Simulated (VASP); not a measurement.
Here is a VASP 6.6.1 calculation.

Contents of INCAR:

```
SYSTEM = SrTiO3
ALGO = Normal
EDIFF = 1E-7
ENCUT = 520
GGA = PE
ISIF = 2
ISMEAR = -1
LASPH = .True.
LCHARG = .False.
LREAL = .False.
LWAVE = .False.
NBANDS = 28
NELM = 100
PREC = Accurate
SIGMA = 0.05
```

Contents of KPOINTS:

```
k-points
0
Gamma
  7 7 7
  0 0 0
```

The input POSCAR:

```
SrTiO3
1.0
    3.9308616808      0.0000000000      0.0000000000
    0.0000000000      3.9308616808      0.0000000000
    0.0000000000      0.0000000000      3.9308616808
Sr Ti O
1 1 3
Direct
    0.0000000000      0.0000000000      0.0000000000
    0.5000000000      0.5000000000      0.5000000000
    0.0000000000      0.5000000000      0.5000000000
    0.5000000000      0.0000000000      0.5000000000
    0.5000000000      0.5000000000      0.0000000000
```

Potentials or basis: VASP PAW PBE potentials, release 64 (Sr_sv, Ti_sv, O).

The run is started by

```sh
$ cat potpaw_PBE.64/Sr_sv/POTCAR potpaw_PBE.64/Ti_sv/POTCAR potpaw_PBE.64/O/POTCAR > POTCAR
$ mpirun -np 1 vasp_std > vasp.out
```

Q: Predict the pressure.

A: 1.4 GPa.

Q: Estimate the band gap on the k mesh.

A: 1.88 eV, indirect (least direct gap 2.19 eV).

 A k mesh can miss the band edges.
